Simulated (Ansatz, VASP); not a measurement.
Ti2Al3Ru in VASP and in Ansatz

The input INCAR:

```
ALGO     = Fast           # electronic algorithm
EDIFF    = 1E-6           # SCF threshold, eV
EDIFFG   = -0.04          # ionic threshold
ENCUT    = 600            # plane-wave cutoff, eV
GGA      = PE             # functional
IBRION   = 2              # ionic algorithm
ISIF     = 3              # what is computed and relaxed
ISMEAR   = 0              # smearing method
LASPH    = True           # aspherical terms in the spheres
LCHARG   = False          # write CHGCAR
LREAL    = False          # projectors in reciprocal space
LWAVE    = False          # write WAVECAR
NELM     = 80             # most SCF steps
NSW      = 90             # ionic steps
PREC     = Accurate       # precision mode
SIGMA    = 0.1            # smearing width, eV
```

Contents of KPOINTS:

```
k-points
0
Gamma
  4 4 4
```

Contents of POSCAR:

```
Ti2Al3Ru
1.0
    2.7503408200     -3.9549351700      0.0000000000
    2.7503408200      3.9549351700      0.0000000000
    0.0000000000      0.0000000000      3.9109120400
Ti Al Ru
2 3 1
Direct
    0.5000000000      0.5000000000      0.0000000000
    0.0000000000      0.0000000000      0.0000000000
    0.7391538700      0.2608461300      0.0000000000
    0.2608461300      0.7391538700      0.0000000000
    0.5000000000      0.5000000000      0.5000000000
    0.0000000000      0.0000000000      0.5000000000
```

Input for Ansatz:

```yaml
crystal:
  lattice:
    - [2.75034082, -3.95493517, 0.0]
    - [2.75034082, 3.95493517, 0.0]
    - [0.0, 0.0, 3.91091204]
  atoms:
    - { symbol: Ti, position: [0.5, 0.5, 0.0] }
    - { symbol: Ti, position: [0.0, 0.0, 0.0] }
    - { symbol: Al, position: [0.73915387, 0.26084613, 0.0] }
    - { symbol: Al, position: [0.26084613, 0.73915387, 0.0] }
    - { symbol: Al, position: [0.5, 0.5, 0.5] }
    - { symbol: Ru, position: [0.0, 0.0, 0.5] }
basis:
  ecutwfc: 420
kpoints:
  mp_grid: { grid: [4, 4, 4] }
hamiltonian:
  xc: pbe
scf:
  occupations: { method: gaussian, width: 0.1 }
  lower_state_search: "off"
output:
  forces: true
  stress: true
  eigenvalues: true
relax:
  adjacent_minimum: "off"
  f_tol: 0.04
  max_steps: 70
  cell: { stress_tol: 0.4 }
```

Alike in both runs: task relaxation of cell and atoms; functional PBE; k mesh 4 × 4 × 4; occupations gaussian, width 0.1 eV; no spin polarisation.

```csv
,VASP,Ansatz
version,VASP 6.6.1,Ansatz 0.2.0
potentials or method,"VASP PAW PBE potentials, release 64 (Ti_sv, Al, Ru_pv), cutoff 600 eV","scalar-relativistic, plane waves, PAW"
valence electrons in the cell,47,49
```

|  | VASP | Ansatz | Ansatz less VASP |
| --- | --- | --- | --- |
| gap on the k mesh at the Fermi level, each at its own relaxed structure (eV) | none | none | - |
| relaxed volume (Å³/atom) | 21.91 | 22.04 | +0.131 |
| relaxed cell length with the largest relative difference (Å) | 5.836 | 5.858 | +0.0221 |

A gap of «none» marks a metal or a gap that the smearing closes. VASP's potentials hold 47 valence electrons a cell and Ansatz's 49, so a difference there can come from the potentials and not from the codes.

The k mesh is coarse, so the values compare programs but aren't converged. Noted on VASP's run: the volume moved by over 15 % at a fixed basis, so the end points are rough.
